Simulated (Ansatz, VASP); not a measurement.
## Two plane-wave programs on TiO2

The input INCAR:

```
PREC     = Accurate       # precision mode
ENCUT    = 520            # plane-wave cutoff, eV
EDIFF    = 1E-6           # SCF threshold, eV
ISMEAR   = 0              # smearing method
SIGMA    = 0.05           # smearing width, eV
LREAL    = F              # projectors in reciprocal space
LASPH    = T              # aspherical terms in the spheres
NELM     = 100            # most SCF steps
ALGO     = Normal         # electronic algorithm
ISIF     = 2              # what is computed and relaxed
LWAVE    = F              # write WAVECAR
LCHARG   = T              # write CHGCAR
GGA      = PE             # functional
LELF     = T              # ELF
LVHAR    = T            
NBANDS   = 33             # bands
```

KPOINTS

```
Automatic mesh
0
Gamma
  6 6 10
```

The input POSCAR:

```
TiO2
1.0
    4.6430645122      0.0000000000      0.0000000000
    0.0000000000      4.6430645122      0.0000000000
    0.0000000000      0.0000000000      2.9640243990
Ti O
2 4
Direct
    0.0000000000      0.0000000000      0.0759103063
    0.5000000000      0.5000000000      0.5000000000
    0.3051105247      0.3051105247      0.0000000000
    0.1948894753      0.8051105247      0.5000000000
    0.6948894753      0.6948894753      0.0000000000
    0.8051105247      0.1948894753      0.5000000000
```

Input for Ansatz:

```yaml
crystal:
  lattice:
    - [4.6430645122, 0.0, 0.0]
    - [0.0, 4.6430645122, 0.0]
    - [0.0, 0.0, 2.964024399]
  atoms:
    - { symbol: Ti, position: [0.0, 0.0, 0.0759103063] }
    - { symbol: Ti, position: [0.5, 0.5, 0.5] }
    - { symbol: O, position: [0.3051105247, 0.3051105247, 0.0] }
    - { symbol: O, position: [0.1948894753, 0.8051105247, 0.5] }
    - { symbol: O, position: [0.6948894753, 0.6948894753, 0.0] }
    - { symbol: O, position: [0.8051105247, 0.1948894753, 0.5] }
basis:
  ecutwfc: 420
kpoints:
  mp_grid: { grid: [6, 6, 10] }
hamiltonian:
  xc: pbe
scf:
  occupations: { method: gaussian, width: 0.05 }
output:
  forces: true
  stress: true
  eigenvalues: true
```

Alike in both runs: task single point; functional PBE; k mesh 6 × 6 × 10; occupations gaussian, width 0.05 eV; no spin polarisation.

|  | VASP | Ansatz |
| --- | --- | --- |
| version | VASP 6.6.1 | Ansatz 0.2.0 |
| potentials or method | VASP PAW PBE potentials, release 64 (Ti_sv, O), cutoff 520 eV | scalar-relativistic, plane waves, PAW |
| valence electrons in the cell | 48 | 48 |

```csv
,VASP,Ansatz,Ansatz less VASP
gap on the k mesh at the Fermi level (eV),2.05,2.07,+0.024
least direct gap on the mesh (eV),2.17,2.19,+0.024
pressure (GPa),4.3,3.6,-0.68
"traceless stress, the component that is largest in VASP (GPa)",-3.33,-3.25,+0.083
rms of the force components (eV/Å),0.418,0.384,-0.0338
```

Atom by atom the forces differ by 0.037 eV/Å (rms over components). The functional is the same, so the differences come from potentials, cutoffs and numerics.
